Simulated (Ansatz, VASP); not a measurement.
**AlRu: VASP beside Ansatz**

The input INCAR:

```
PREC = Accurate
ENCUT = 520
EDIFF = 1E-6
ISMEAR = 0
SIGMA = 0.15
LREAL = F
LASPH = T
NELM = 60
ALGO = Fast
ISIF = 2
LWAVE = F
LCHARG = T
GGA = PS
LELF = T
LVHAR = T
NBANDS = 16
```

The input KPOINTS:

```
Automatic mesh
0
Gamma
  16 16 16
```

The input POSCAR:

```
AlRu
1.0
    2.9916000000      0.0000000000      0.0785295000
    0.0000000000      2.9916000000      0.0000000000
    0.0785295000      0.0000000000      2.9916000000
Al Ru
1 1
Direct
    0.0000000000      0.0000000000      0.0000000000
    0.5000000000      0.5000000000      0.5000000000
```

Input for Ansatz:

```yaml
crystal:
  lattice:
    - [2.9916, 0.0, 0.0785295]
    - [0.0, 2.9916, 0.0]
    - [0.0785295, 0.0, 2.9916]
  atoms:
    - { symbol: Al, position: [0.0, 0.0, 0.0] }
    - { symbol: Ru, position: [0.5, 0.5, 0.5] }
basis:
  ecutwfc: 420
kpoints:
  mp_grid: { grid: [16, 16, 16] }
hamiltonian:
  xc: pbesol
scf:
  occupations: { method: gaussian, width: 0.15 }
output:
  forces: true
  stress: true
  eigenvalues: true
```

Change from the starting cell: strain +0.0525 x Voigt [0, 0, 0, 0, 1, 0], atoms carried along.

Alike in both runs: task single point; functional PBEsol; k mesh 16 × 16 × 16; occupations gaussian, width 0.15 eV; no spin polarisation.

|  | VASP | Ansatz |
| --- | --- | --- |
| version | VASP 6.6.1 | Ansatz 0.2.0 |
| potentials or method | VASP PAW PBE potentials, release 64 (Al, Ru_pv), cutoff 520 eV | scalar-relativistic, plane waves, PAW |
| valence electrons in the cell | 17 | 19 |

|  | VASP | Ansatz | Ansatz less VASP |
| --- | --- | --- | --- |
| gap on the k mesh at the Fermi level (eV) | none | none | - |
| pressure (GPa) | -2.7 | -2.7 | +0.02 |
| traceless stress, the component that is largest in VASP (GPa) | -6.79 | -6.76 | +0.026 |

VASP's potentials were made for PBE, not for PBEsol. A gap of «none» marks a metal or a gap that the smearing closes. VASP's potentials hold 17 valence electrons a cell and Ansatz's 19, so a difference there can come from the potentials and not from the codes.
